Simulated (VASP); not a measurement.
# MgO (Cm) in VASP: notebook

The runs below take MgO through single point, with PBE.

All numbers are computed with VASP 6.6.1; they aren't measurements. Logs are shortened: lines on timing, memory, paths and dates and some standing lists are left out, and cuts for length are marked.

## (1) The cell of the first run

It takes space group Cm (No. 8, monoclinic). The conventional cell has a = 5.838 Å, b = 3.371 Å, c = 5.207 Å, α = 90.00°, β = 90.00°, γ = 90.00°. Mg (site symmetry m) has 4 O at 1.90 to 2.09 Å within 2.5 Å. Within 2.6 Å of Mg (site symmetry m) lie 4 O at 1.97 to 2.15 Å. O (site symmetry m) has 4 Mg at 1.97 to 2.15 Å within 2.6 Å. Within 2.5 Å of O (site symmetry m) lie 4 Mg at 1.90 to 2.09 Å.

## (2) Single point, PBE (atoms displaced along a vibrational mode, the cell strained)

INCAR

```
SYSTEM = MgO
  PREC = Accurate
  ENCUT = 520
  EDIFF = 1E-7
  ISMEAR = 0
  SIGMA = 0.05
  LREAL = .False.
  LASPH = .True.
  NELM = 100
  ALGO = Normal
  ISIF = 2
  LWAVE = .False.
  LCHARG = .False.
  GGA = PE
  NBANDS = 16
```

KPOINTS

```
regular mesh
0
Gamma
  9 9 6
  0 0 0
```

POSCAR

```
MgO
1.0
    3.3706506669      0.0000000000      0.0000000000
   -1.6853253335      2.9190691049      0.0000000000
    0.0000000000      0.0000000000      5.2070772651
Mg O
2 2
Direct
    0.3422748310      0.6845496620      0.0063188067
    0.6756081643      0.3512163287      0.5063188067
    0.3197497906      0.6394995812      0.3982811933
    0.6530831239      0.3061662478      0.8982811933
```

Potentials or basis: VASP PAW PBE potentials, release 64 (Mg, O).

Command:

```
cat potpaw_PBE.64/Mg/POTCAR potpaw_PBE.64/O/POTCAR > POTCAR
mpirun -np 1 vasp_std > vasp.out
```

OUTCAR:

```text
SYSTEM = MgO
   PREC = Accurate
   ENCUT = 520
   EDIFF = 1E-7
   ISMEAR = 0
   LREAL = .False.
   LASPH = .True.
   NELM = 100
   ISIF = 2
   GGA = PE

 ion  position               nearest neighbor table
   1  0.342  0.685  0.006-   4 1.90   3 2.05   4 2.09   4 2.09   2 3.25   2 3.25   2 3.25   2 3.25
                             2 3.25   2 3.25
   2  0.676  0.351  0.506-   3 1.97   3 1.97   4 2.05   3 2.15   1 3.25   1 3.25   1 3.25   1 3.25
                             1 3.25   1 3.25
   3  0.320  0.639  0.398-   2 1.97   2 1.97   1 2.05   2 2.15
   4  0.653  0.306  0.898-   1 1.90   2 2.05   1 2.09   1 2.09

  LATTYP: Found a hexagonal cell.
 ALAT       =     3.3706506669
 C/A-ratio  =     1.5448285152

  Lattice vectors:

 A1 = (   3.3706506669,   0.0000000000,   0.0000000000)
 A2 = (  -1.6853253335,   2.9190691049,   0.0000000000)
 A3 = (   0.0000000000,   0.0000000000,   5.2070772651)

Analysis of symmetry for initial positions (statically):
=====================================================================
 Subroutine PRICEL returns:
 Original cell was already a primitive cell.

 Routine SETGRP: Setting up the symmetry group for a
 hexagonal supercell.

 Subroutine GETGRP returns: Found  2 space group operations
 (whereof  2 operations were pure point group operations)
 out of a pool of 24 trial point group operations.

The static configuration has the point symmetry C_1h.

Analysis of symmetry for dynamics (positions and initial velocities):
=====================================================================
 Subroutine PRICEL returns:
 Original cell was already a primitive cell.

 Routine SETGRP: Setting up the symmetry group for a
 hexagonal supercell.

 Subroutine GETGRP returns: Found  2 space group operations
 (whereof  2 operations were pure point group operations)
 out of a pool of 24 trial point group operations.

The dynamic configuration has the point symmetry C_1h.

 Subroutine INISYM returns: Found  2 space group operations
 (whereof  2 operations are pure point group operations),
 and found     1 'primitive' translations

----------------------------------------------------------------------------------------

                                     Primitive cell

  volume of cell :      51.2333

  direct lattice vectors                    reciprocal lattice vectors
     3.370650667  0.000000000  0.000000000     0.296678623  0.171287483  0.000000000
    -1.685325334  2.919069105  0.000000000     0.000000000  0.342574966  0.000000000
     0.000000000  0.000000000  5.207077265     0.000000000  0.000000000  0.192046315

  length of vectors
     3.370650667  3.370650667  5.207077265     0.342574966  0.342574966  0.192046315

  position of ions in fractional coordinates (direct lattice)
     0.342274831  0.684549662  0.006318807
     0.675608164  0.351216329  0.506318807
     0.319749791  0.639499581  0.398281193
     0.653083124  0.306166248  0.898281193

  ion indices of the primitive-cell ions
   primitive index   ion index
                 1           1
                 2           2
                 3           3
                 4           4

----------------------------------------------------------------------------------------

 KPOINTS: regular mesh

Automatic generation of k-mesh.
 Grid dimensions read from file:
 generate k-points for:    9    9    6

 Generating k-lattice:

  Cartesian coordinates                     Fractional coordinates (reciprocal lattice)
     0.032964291  0.019031943  0.000000000     0.111111111  0.000000000  0.000000000
     0.000000000  0.038063885  0.000000000     0.000000000  0.111111111  0.000000000
     0.000000000  0.000000000  0.032007719     0.000000000  0.000000000  0.166666667

  Length of vectors
     0.038063885  0.038063885  0.032007719

  Shift w.r.t. Gamma in fractional coordinates (k-lattice)
     0.000000000  0.000000000  0.000000000

 Subroutine IBZKPT returns following result:
 ===========================================

 Found    140 irreducible k-points:

 Following reciprocal coordinates:
            Coordinates               Weight
  0.000000  0.000000  0.000000      1.000000
  0.111111  0.000000  0.000000      4.000000
  0.000000  0.111111  0.000000      2.000000
  0.222222  0.000000  0.000000      4.000000
  0.000000  0.222222  0.000000      2.000000
  0.333333  0.000000  0.000000      4.000000
[... 16 lines left out ...]
 -0.222222 -0.444444  0.000000      4.000000
  0.444444  0.333333  0.000000      4.000000
 [... further k-points ...]
   k-points           NKPTS =    140   k-points in BZ     NKDIM =    140   number of bands    NBANDS=     16
   number of dos      NEDOS =    301   number of ions     NIONS =      4
   total plane-waves  NPLWV =  31360
   dimension x,y,z NGX =    28 NGY =   28 NGZ =   40
   dimension x,y,z NGXF=    56 NGYF=   56 NGZF=   80
   ions per type =               2   2
   NGX,Y,Z   is equivalent  to a cutoff of  13.81, 13.81, 12.77 a.u.
   NGXF,Y,Z  is equivalent  to a cutoff of  27.62, 27.62, 25.54 a.u.
 SYSTEM =  MgO
   PREC   = accura    normal or accurate (medium, high low for compatibility)
   ISTART =      0    job   : 0-new  1-cont  2-samecut
   ICHARG =      2    charge: 1-file 2-atom 10-const
   ISPIN  =      1    spin polarized calculation?
   LNONCOLLINEAR =      F non collinear calculations
   LSORBIT =      F    spin-orbit coupling
   LASPH  =      T    aspherical Exc in radial PAW
   ENCUT  =  520.0 eV  38.22 Ry    6.18 a.u.   6.27  6.27  9.68*2*pi/ulx,y,z
   NELM   =    100;   NELMIN=  2; NELMDL= -5     # of ELM steps
   EDIFF  = 0.1E-06   stopping-criterion for ELM
   LREAL  =      F    real-space projection
   EDIFFG = 0.1E-05   stopping-criterion for IOM
   NSW    =      0    number of steps for IOM
   IBRION =     -1    ionic relax: 0-MD 1-quasi-New 2-CG
   NFREE  =      0    steps in history (QN), initial steepest desc. (CG)
   ISIF   =      2    stress and relaxation
   ISYM   =      2    0-nonsym 1-usesym 2-fastsym
   POTIM  = 0.5000    time-step for ionic-motion
   TEBEG  =    0.0;   TEEND  =   0.0 temperature during run
   PSTRESS=    0.0 pullay stress
   NELECT =      16.0000    total number of electrons
   NUPDOWN=      -1.0000    fix difference up-down
   EMIN   =  10.00;   EMAX   =-10.00  energy-range for DOS
   EFERMI =   0.00;   METHOD = LEGACY
   ISMEAR =     0;   SIGMA  =   0.05  broadening in eV -4-tet -1-fermi 0-gaus
   EFERMI_NEDOS =   21; number of points for ismear=-14 and -15
   IALGO  =     38    algorithm
   IMIX   =      4    mixing-type and parameters
     AMIX     =   0.40;   BMIX     =  1.00
     AMIX_MAG =   1.60;   BMIX_MAG =  1.00
  volume/ion in A,a.u.               =      12.81        86.43
  Fermi-wavevector in a.u.,A,eV,Ry     =   1.110702  2.098922 16.784940  1.233658
  Thomas-Fermi vector in A             =   2.247256
   LORBIT       =      0    0 simple, 1 ext, 2 COOP (PROOUT), +10 PAW based schemes
   GGA     = PE    functional components
   LHFCALC =     F    Hartree Fock is set to
   AEXX    =    0.0000 exact exchange contribution
   IVDW    =     0    specifies the selected vdW correction
   LEPSILON=     F    determine dielectric tensor
   LRPA    =     F    only Hartree local field effects (RPA)
 non-spin polarized calculation
 Gauss-broadening in eV      SIGMA  =   0.05
  energy-cutoff  :      520.00
  volume of cell :       51.23
 maximum number of plane-waves:      1411
 NGX is ok and might be reduce to    28
   NGX = 13   NGY = 13   NGZ = 19

 number of electron      16.0000001 magnetization

 Free energy of the ion-electron system (eV)
  ---------------------------------------------------
  ext. energy  EPLUGINS =         0.00000000
  ---------------------------------------------------
  free energy    TOTEN  =       -23.35476472 eV

  energy without entropy =      -23.35476472  energy(sigma->0) =      -23.35476472

 E-fermi :   0.9416     XC(G=0):  -9.3926

 val. band max:        0.6477854373   @ k =   0.0000   0.0000   0.0000
 cond. band min:       3.7422209770   @ k =   0.0000   0.0000   0.0000
 fundamental gap:      3.0944355397
 Fermi energy:         0.9415877022

 k-point     1 :       0.0000    0.0000    0.0000
  band No.  band energies     occupation
      1     -15.3017      2.00000
      2     -14.6557      2.00000
      3      -2.3610      2.00000
      4       0.0073      2.00000
      5       0.0189      2.00000
      6       0.3565      2.00000
[... 8 lines left out ...]
     15      16.4452      0.00000
     16      16.4971      0.00000

 k-point     2 :       0.1111    0.0000    0.0000
  band No.  band energies     occupation
      1     -15.2487      2.00000
      2     -14.6360      2.00000
      3      -2.2467      2.00000
      4      -0.2876      2.00000
      5      -0.0843      2.00000
      6       0.0467      2.00000
[... 8 lines left out ...]
     15      16.2002      0.00000
     16      16.6020      0.00000

 k-point     3 :       0.0000    0.1111    0.0000
  band No.  band energies     occupation
      1     -15.2488      2.00000
      2     -14.6362      2.00000
      3      -2.2469      2.00000
      4      -0.2782      2.00000
      5      -0.0616      2.00000
      6       0.0059      2.00000
[... 8 lines left out ...]
     15      16.2130      0.00000
     16      16.5728      0.00000

 k-point     4 :       0.2222    0.0000    0.0000
  band No.  band energies     occupation
      1     -15.1070      2.00000
      2     -14.5909      2.00000
      3      -1.9247      2.00000
      4      -1.0339      2.00000
      5      -0.5737      2.00000
      6      -0.1783      2.00000
[... 8 lines left out ...]
     15      15.1414      0.00000
     16      15.6351      0.00000
[... 324 lines left out ...]
 k-point    22 :       0.3333    0.2222    0.0000
  band No.  band energies     occupation
      1     -14.7067      2.00000
      2     -14.5643      2.00000
      3      -1.9100      2.00000
      4      -1.2359      2.00000
      5      -0.8947      2.00000
      6      -0.7625      2.00000
[... 8 lines left out ...]
     15      13.5731      0.00000
     16      15.8513      0.00000

 k-point    23 :      -0.2222   -0.4444    0.0000
  band No.  band energies     occupation
      1     -14.7066      2.00000
      2     -14.5653      2.00000
      3      -1.9041      2.00000
      4      -1.2334      2.00000
      5      -0.9054      2.00000
      6      -0.7661      2.00000
[... 8 lines left out ...]
     15      13.5694      0.00000
     16      15.8521      0.00000

 k-point    24 :       0.4444    0.3333    0.0000
  band No.  band energies     occupation
      1     -14.7068      2.00000
      2     -14.5636      2.00000
      3      -1.9135      2.00000
      4      -1.2303      2.00000
      5      -0.9027      2.00000
      6      -0.7586      2.00000
[... 8 lines left out ...]
     15      13.5503      0.00000
     16      15.8426      0.00000

 [... further k-points ...]
[... 5 lines left out ...]
  --------------------------------------------------------------------------------------
  -------------------------------------------------------------------------------------
  Total       -1.5460354     -1.1168155     -1.6011143      0.0000000     -0.7471157      0.0000000
  in kB      -48.3479296    -34.9252766    -50.0703682      0.0000000    -23.3639511      0.0000000
  external PRESSURE =     -44.4478581 kB  Pullay stress =       0.0000000 kB

 VOLUME and BASIS-vectors are now :
 -----------------------------------------------------------------------------
  energy-cutoff  :      520.00
  volume of cell :       51.23
      direct lattice vectors                 reciprocal lattice vectors
     3.370650667  0.000000000  0.000000000     0.296678623  0.171287483  0.000000000
    -1.685325334  2.919069105  0.000000000     0.000000000  0.342574966  0.000000000
     0.000000000  0.000000000  5.207077265     0.000000000  0.000000000  0.192046315

 POSITION                                       TOTAL-FORCE (eV/Angst)
 -----------------------------------------------------------------------------------
     -0.00000      1.99825      0.03290         0.000000     -1.274270      0.190771
      1.68533      1.02522      2.63644         0.000000     -0.799191      0.153379
     -0.00000      1.86674      2.07388        -0.000000      0.799877     -0.152284
      1.68533      0.89372      4.67742        -0.000000      1.273584     -0.191866
 -----------------------------------------------------------------------------------
    total drift:                               -0.000001     -0.000275      0.000217

  FREE ENERGIE OF THE ION-ELECTRON SYSTEM (eV)
  ---------------------------------------------------
  free  energy   TOTEN  =       -23.3547647206 eV

  energy  without entropy=      -23.3547647206  energy(sigma->0) =      -23.35476472
```

Run time: 88 s. Hardware: 1 thread of Intel Xeon Platinum 8259CL at 2.50GHz (Skylake/Cascade Lake), shared host; peak memory 0.25 GiB.

Results:

```
Free energy            : -23.3548 eV
Pressure               : -4.4 GPa
Largest force          : 1.288 eV/Å
Band gap on the k mesh : 3.09 eV
```

Forces in eV/Å, atoms in the order of the input:
```
Mg   0.000 -1.274  0.191
Mg   0.000 -0.799  0.153
O    0.000  0.800 -0.152
O    0.000  1.274 -0.192
```

Stress tensor (GPa, compression positive):
```
-4.83  0.00  0.00
 0.00 -3.49 -2.34
 0.00 -2.34 -5.01
```

Caveat: the cell differs from its parent crystal (atoms displaced along a vibrational mode, the cell strained); the cell stands under tension; forces of over 1 eV/Å act on the atoms, so gaps and moduli don't describe the material at rest. A k mesh can miss the band edges.

(Part 1 of 2 ends here.)
